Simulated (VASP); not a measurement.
# H (P6_3/mmc) in VASP: notebook

The runs below take H through relaxation of cell and atoms, with r2SCAN.

Program: VASP 6.6.1. These are calculated values, not measurements. Logs are shortened: lines on timing, memory, paths and dates and some standing lists are left out, and cuts for length are marked.

### 1 The cell of the first run

Symmetry: P6_3/mmc, No. 194, hexagonal system. Conventional cell: a = 3.877 Å, b = 3.877 Å, c = 5.433 Å, α = 90.00°, β = 90.00°, γ = 120.00°. Within 1.0 Å of H (site symmetry 3m) lie 1 H at 0.74 Å.

### 2 Relaxation of cell and atoms, r2SCAN

Contents of POSCAR:

```
H
1.0
    3.8768372835      0.0000000000      0.0000000000
   -1.9384186417      3.3574395738      0.0000000000
    0.0000000000      0.0000000000      5.4325441684
H
4
Direct
    0.3333333333      0.6666666667      0.1817391295
    0.6666666667      0.3333333333      0.6817391295
    0.6666666667      0.3333333333      0.8182608705
    0.3333333333      0.6666666667      0.3182608705
```

Contents of INCAR.step1:

```
ALGO     = Normal         # electronic algorithm
EDIFF    = 1E-4           # SCF threshold, eV
ENCUT    = 600            # plane-wave cutoff, eV
GGA      = PE             # functional
ISMEAR   = 0              # smearing method
LASPH    = T              # aspherical terms in the spheres
LCHARG   = F              # write CHGCAR
LREAL    = F              # projectors in reciprocal space
LWAVE    = T              # write WAVECAR
NELM     = 60             # most SCF steps
PREC     = Accurate       # precision mode
SIGMA    = 0.02           # smearing width, eV
```

Contents of INCAR.step2:

```
ALGO     = Normal         # electronic algorithm
EDIFF    = 1E-6           # SCF threshold, eV
EDIFFG   = -0.005         # ionic threshold
ENCUT    = 600            # plane-wave cutoff, eV
IBRION   = 2              # ionic algorithm
ISIF     = 3              # what is computed and relaxed
ISMEAR   = 0              # smearing method
ISTART   = 1            
LASPH    = T              # aspherical terms in the spheres
LCHARG   = F              # write CHGCAR
LMIXTAU  = T            
LREAL    = F              # projectors in reciprocal space
LWAVE    = F              # write WAVECAR
METAGGA  = R2SCAN         # meta-GGA
NELM     = 60             # most SCF steps
NSW      = 100            # ionic steps
PREC     = Accurate       # precision mode
SIGMA    = 0.02           # smearing width, eV
```

Contents of KPOINTS:

```
k-points
0
Gamma
  9 9 4
```

Potentials or basis: VASP PAW PBE potentials, release 64 (H).

Run with:

```sh
$ cat potpaw_PBE.64/H/POTCAR > POTCAR
$ cp INCAR.step1 INCAR
$ mpirun -np 1 vasp_std > vasp.out
$ cp INCAR.step2 INCAR
$ mpirun -np 1 vasp_std > vasp.out
```

OUTCAR:

```text
EDIFF = 1E-6
   EDIFFG = -0.005
   ENCUT = 600
   IBRION = 2
   ISIF = 3
   ISMEAR = 0
   ISTART = 1
   LASPH = T
   LREAL = F
   METAGGA = R2SCAN
   NELM = 60
   NSW = 100
   PREC = Accurate

 ion  position               nearest neighbor table
   1  0.333  0.667  0.182-   4 0.74
   2  0.667  0.333  0.682-   3 0.74
   3  0.667  0.333  0.818-   2 0.74
   4  0.333  0.667  0.318-   1 0.74

  LATTYP: Found a hexagonal cell.
 ALAT       =     3.8768372835
 C/A-ratio  =     1.4012824813

  Lattice vectors:

 A1 = (   3.8768372835,   0.0000000000,   0.0000000000)
 A2 = (  -1.9384186417,   3.3574395738,   0.0000000000)
 A3 = (   0.0000000000,   0.0000000000,   5.4325441684)

Analysis of symmetry for initial positions (statically):
=====================================================================
 Subroutine PRICEL returns:
 Original cell was already a primitive cell.

 Routine SETGRP: Setting up the symmetry group for a
 hexagonal supercell.

 Subroutine GETGRP returns: Found 24 space group operations
 (whereof 12 operations were pure point group operations)
 out of a pool of 24 trial point group operations.

The static configuration has the point symmetry D_3d.
 The point group associated with its full space group is D_6h.

Analysis of symmetry for dynamics (positions and initial velocities):
=====================================================================
 Subroutine PRICEL returns:
 Original cell was already a primitive cell.

 Routine SETGRP: Setting up the symmetry group for a
 hexagonal supercell.

 Subroutine GETGRP returns: Found 24 space group operations
 (whereof 12 operations were pure point group operations)
 out of a pool of 24 trial point group operations.

The dynamic configuration has the point symmetry D_3d.
 The point group associated with its full space group is D_6h.

 Subroutine INISYM returns: Found 24 space group operations
 (whereof 12 operations are pure point group operations),
 and found     1 'primitive' translations

----------------------------------------------------------------------------------------

                                     Primitive cell

  volume of cell :      70.7113

  direct lattice vectors                    reciprocal lattice vectors
     3.876837284  0.000000000  0.000000000     0.257942216  0.148923008  0.000000000
    -1.938418642  3.357439574  0.000000000     0.000000000  0.297846016  0.000000000
     0.000000000  0.000000000  5.432544168     0.000000000  0.000000000  0.184075816

[... 94 lines left out ...]
   ISYM   =      2    0-nonsym 1-usesym 2-fastsym
   POTIM  = 0.5000    time-step for ionic-motion
   TEBEG  =    0.0;   TEEND  =   0.0 temperature during run
   PSTRESS=    0.0 pullay stress
   NELECT =       4.0000    total number of electrons
   NUPDOWN=      -1.0000    fix difference up-down
   EMIN   =  10.00;   EMAX   =-10.00  energy-range for DOS
   EFERMI =   0.00;   METHOD = LEGACY
   ISMEAR =     0;   SIGMA  =   0.02  broadening in eV -4-tet -1-fermi 0-gaus
   EFERMI_NEDOS =   21; number of points for ismear=-14 and -15
   IALGO  =     38    algorithm
   IMIX   =      4    mixing-type and parameters
     AMIX     =   0.40;   BMIX     =  1.00
     AMIX_MAG =   1.60;   BMIX_MAG =  1.00
  volume/ion in A,a.u.               =      17.68       119.30
  Fermi-wavevector in a.u.,A,eV,Ry     =   0.628442  1.187583  5.373475  0.394939
  Thomas-Fermi vector in A             =   1.690388
   LORBIT       =      0    0 simple, 1 ext, 2 COOP (PROOUT), +10 PAW based schemes
   METAGGA = R2SCAN    functional components
   LHFCALC =     F    Hartree Fock is set to
   AEXX    =    0.0000 exact exchange contribution
   IVDW    =     0    specifies the selected vdW correction
   LEPSILON=     F    determine dielectric tensor
   LRPA    =     F    only Hartree local field effects (RPA)
 conjugate gradient relaxation of ions
 non-spin polarized calculation
 Gauss-broadening in eV      SIGMA  =   0.02
  energy-cutoff  :      600.00
  volume of cell :       70.71
 maximum number of plane-waves:      2376
 NGX is ok and might be reduce to    32
   NGX = 15   NGY = 15   NGZ = 21

 number of electron       4.0000000 magnetization

 Free energy of the ion-electron system (eV)
  ---------------------------------------------------
  ext. energy  EPLUGINS =         0.00000000
  ---------------------------------------------------
  free energy    TOTEN  =       -13.81254506 eV

  energy without entropy =      -13.81254506  energy(sigma->0) =      -13.81254506

 E-fermi :  -9.5508     XC(G=0):  -4.0458

 val. band max:       -9.6405301308   @ k =   0.1111   0.1111   0.0000
 cond. band min:       0.5833545264   @ k =   0.0000   0.0000   0.0000
 fundamental gap:     10.2238846571
 Fermi energy:        -9.5508155777

 k-point     1 :       0.0000    0.0000    0.0000
  band No.  band energies     occupation
      1     -10.6945      2.00000
      2      -9.6443      2.00000
      3       0.5834      0.00000
      4       3.3652      0.00000
      5       6.6150      0.00000
      6       7.4279      0.00000
[... 199 lines left out ...]
 k-point    24 :       0.3333    0.3333    0.2500
  band No.  band energies     occupation
      1      -9.8681      2.00000
      2      -9.8681      2.00000
      3       2.4489      0.00000
      4       2.4489      0.00000
      5       2.5831      0.00000
      6       5.1756      0.00000

 [... further k-points ...]

------------------------ aborting loop because EDIFF is reached ----------------------------------------

  FORCE on cell =-STRESS in cart. coord.  units (eV):
  Direction    XX          YY          ZZ          XY          YZ          ZX
  --------------------------------------------------------------------------------------
  -------------------------------------------------------------------------------------
  Total       -0.0117194     -0.0117194     -0.0041772     -0.0000000      0.0000000      0.0000000
  in kB       -0.2655382     -0.2655382     -0.0946470     -0.0000000      0.0000000      0.0000000
  external PRESSURE =      -0.2085744 kB  Pullay stress =       0.0000000 kB

 VOLUME and BASIS-vectors are now :
 -----------------------------------------------------------------------------
  energy-cutoff  :      600.00
  volume of cell :       70.71
      direct lattice vectors                 reciprocal lattice vectors
     3.876837284  0.000000000  0.000000000     0.257942216  0.148923008  0.000000000
    -1.938418642  3.357439574  0.000000000     0.000000000  0.297846016  0.000000000
     0.000000000  0.000000000  5.432544168     0.000000000  0.000000000  0.184075816

 POSITION                                       TOTAL-FORCE (eV/Angst)
 -----------------------------------------------------------------------------------
     -0.00000      2.23829      0.98731         0.000000     -0.000000      0.003895
      1.93842      1.11915      3.70358        -0.000000      0.000000      0.003895
      1.93842      1.11915      4.44524        -0.000000      0.000000     -0.003895
     -0.00000      2.23829      1.72897         0.000000     -0.000000     -0.003895
 -----------------------------------------------------------------------------------
    total drift:                               -0.000000      0.000000     -0.000000

  FREE ENERGIE OF THE ION-ELECTRON SYSTEM (eV)
  ---------------------------------------------------
  free  energy   TOTEN  =       -13.8125450574 eV

  energy  without entropy=      -13.8125450574  energy(sigma->0) =      -13.81254506

 reached required accuracy - stopping structural energy minimisation
```

OUTCAR.step1:

```text
EDIFF = 1E-4
   ENCUT = 600
   GGA = PE
   ISMEAR = 0
[... 448 lines left out ...]
     -0.00000      2.23829      0.98731         0.000000      0.000000     -0.302473
      1.93842      1.11915      3.70358         0.000000     -0.000000     -0.302473
      1.93842      1.11915      4.44524        -0.000000     -0.000000      0.302473
     -0.00000      2.23829      1.72897        -0.000000      0.000000      0.302473
 -----------------------------------------------------------------------------------
    total drift:                               -0.000000      0.000000     -0.000000

  FREE ENERGIE OF THE ION-ELECTRON SYSTEM (eV)
  ---------------------------------------------------
  free  energy   TOTEN  =       -13.5781610046 eV

  energy  without entropy=      -13.5781610046  energy(sigma->0) =      -13.57816100
```

OSZICAR.step1:

```text
N       E                     dE             d eps       ncg     rms          rms(c)
DAV:   1    -0.142804846691E+01   -0.14280E+01   -0.15870E+03   432   0.499E+02
DAV:   2    -0.142341592434E+02   -0.12806E+02   -0.12806E+02   570   0.717E+01
DAV:   3    -0.148668203241E+02   -0.63266E+00   -0.63266E+00   558   0.176E+01
DAV:   4    -0.148689956471E+02   -0.21753E-02   -0.21753E-02   642   0.115E+00
DAV:   5    -0.148689992211E+02   -0.35740E-05   -0.35740E-05   570   0.329E-02    0.638E+00
DAV:   6    -0.139964692319E+02    0.87253E+00   -0.47177E-01   486   0.372E+00    0.347E+00
DAV:   7    -0.135704172205E+02    0.42605E+00   -0.10681E+00   486   0.578E+00    0.419E-01
DAV:   8    -0.135812320454E+02   -0.10815E-01   -0.17562E-02   486   0.877E-01    0.283E-01
DAV:   9    -0.135781611473E+02    0.30709E-02   -0.73393E-03   468   0.464E-01    0.190E-02
DAV:  10    -0.135781610046E+02    0.14279E-06   -0.50310E-05   498   0.656E-02
   1 F= -.13578161E+02 E0= -.13578161E+02  d E =-.801448E-18
```

Run time: 67 s. Hardware: 1 thread of Intel Xeon 6975P-C (Granite Rapids), shared host; peak memory 0.21 GiB.

What came out:

```yaml
Free_energy: -13.8125 eV
Pressure_after_relaxing: 0.0 GPa
Largest_force_after_relaxing: 0.004 eV/Å
Band_gap_on_the_k_mesh: 10.22 eV
```

Forces on the atoms (eV/Å):
```
H    0.000  0.000  0.004
H    0.000  0.000  0.004
H    0.000  0.000 -0.004
H    0.000  0.000 -0.004
```

Final structure:
```yaml
crystal:
  lattice:
    - [3.87684, 0.00000, 0.00000]
    - [-1.93842, 3.35744, 0.00000]
    - [0.00000, 0.00000, 5.43254]
  atoms:
    - { symbol: H, position: [0.33333, 0.66667, 0.18174] }
    - { symbol: H, position: [0.66667, 0.33333, 0.68174] }
    - { symbol: H, position: [0.66667, 0.33333, 0.81826] }
    - { symbol: H, position: [0.33333, 0.66667, 0.31826] }
```

Caveat: the relaxation stopped at its first step, so nothing moved; the PAW data sets were made with another functional, which shifts forces and pressure a little; an odd mesh through Γ misses points on the zone boundary, where band edges can lie.

### 3 Relaxation of cell and atoms, r2SCAN

This run uses another cell than the first one, of 16.11 Å³/atom.

Contents of POSCAR:

```
H
1.0
    3.8401304226      0.0000000000      0.0000000000
   -1.9200652113      3.3256504998      0.0000000000
    0.0000000000      0.0000000000      5.0466615500
H
4
Direct
    0.3333333300      0.6666666700      0.1764958800
    0.6666666700      0.3333333300      0.6764958800
    0.6666666700      0.3333333300      0.8235041200
    0.3333333300      0.6666666700      0.3235041200
```

Contents of INCAR.step1:

```
PREC = Accurate
ENCUT = 600
ISMEAR = 0
SIGMA = 0.02
LREAL = False
LASPH = True
NELM = 60
GGA = PE
ALGO = Normal
EDIFF = 1E-4
LWAVE = True
LCHARG = False
```

Contents of INCAR.step2:

```
PREC = Accurate
ENCUT = 600
EDIFF = 1E-7
ISMEAR = 0
SIGMA = 0.02
LREAL = False
LASPH = True
NELM = 60
ALGO = Normal
ISIF = 3
LWAVE = False
LCHARG = False
METAGGA = R2SCAN
LMIXTAU = True
IBRION = 2
NSW = 100
EDIFFG = -0.005
ISTART = 1
```

Contents of KPOINTS:

```
regular mesh
0
Gamma
  9 9 6
```

Potentials or basis: VASP PAW PBE potentials, release 64 (H).

Run with:

```sh
$ cat potpaw_PBE.64/H/POTCAR > POTCAR
$ cp INCAR.step1 INCAR
$ mpirun -np 1 vasp_std > vasp.out
$ cp INCAR.step2 INCAR
$ mpirun -np 1 vasp_std > vasp.out
```

It took 11 min on 1 thread of Intel Xeon 6975P-C (Granite Rapids), shared host; peak memory 0.2 GiB.

It converged, with:

```yaml
Free_energy: -13.8104 eV
Relaxed_volume: 16.40 Å³/atom
Relaxed_cell: a = 3.778 Å, b = 3.778 Å, c = 5.308 Å, α = 90.00°, β = 90.00°, γ = 120.00°
Space_group_after_relaxing_to_0.1_Å: P6_3/mmc (No. 194)
Energy_gained_by_relaxing: 0.2 meV/atom
Ionic_steps: 14
Pressure_after_relaxing: 0.0 GPa
Band_gap_on_the_k_mesh: 10.10 eV (least direct gap 10.11 eV)
```

The path:
| step | energy change (eV) | largest force (eV/Å) | pressure (GPa) | volume (Å³) |
| --- | --- | --- | --- | --- |
| 1 | 0.0000 | 0.0102 | 0.00 | 64.45 |
| 2 | 0.0000 | 0.0209 | 0.04 | 64.45 |
| 3 | 0.0000 | 0.0039 | 0.02 | 64.45 |
| 4 | 0.0000 | 0.0039 | 0.02 | 64.46 |
| 5 | -0.0001 | 0.0038 | 0.01 | 64.48 |
| 6 | -0.0001 | 0.0038 | 0.01 | 64.53 |
| 7 | -0.0002 | 0.0042 | 0.01 | 64.63 |
| 8 | -0.0005 | 0.0068 | 0.01 | 64.82 |
| 9 | -0.0008 | 0.0192 | 0.01 | 65.19 |
| 10 | -0.0006 | 0.0732 | 0.06 | 65.88 |
| 11 | -0.0008 | 0.0520 | 0.04 | 65.52 |
| 12 | -0.0008 | 0.0469 | 0.04 | 65.53 |
| 13 | -0.0008 | 0.0316 | 0.02 | 65.56 |
| 14 | -0.0009 | 0.0013 | -0.02 | 65.62 |

Final structure:
```
CELL_PARAMETERS angstrom
3.77823 0.00000 0.00000
-1.88912 3.27205 0.00000
0.00000 0.00000 5.30781
ATOMIC_POSITIONS crystal
H 0.33333 0.66667 0.18014
H 0.66667 0.33333 0.68014
H 0.66667 0.33333 0.81986
H 0.33333 0.66667 0.31986
```

Levels at points of the mesh, in eV from the valence-band top:
```csv
k point,band 1,band 2,band 3,band 4,band 5,band 6
"(0.00, 0.00, 0.00)",-1.22,-0.01,10.10,13.25,16.46,17.41
"(0.00, 0.00, 0.50)",-0.67,-0.67,11.42,11.42,18.04,18.04
```

Caveat: the PAW data sets were made with another functional, which shifts forces and pressure a little; an odd mesh through Γ misses points on the zone boundary, where band edges can lie.
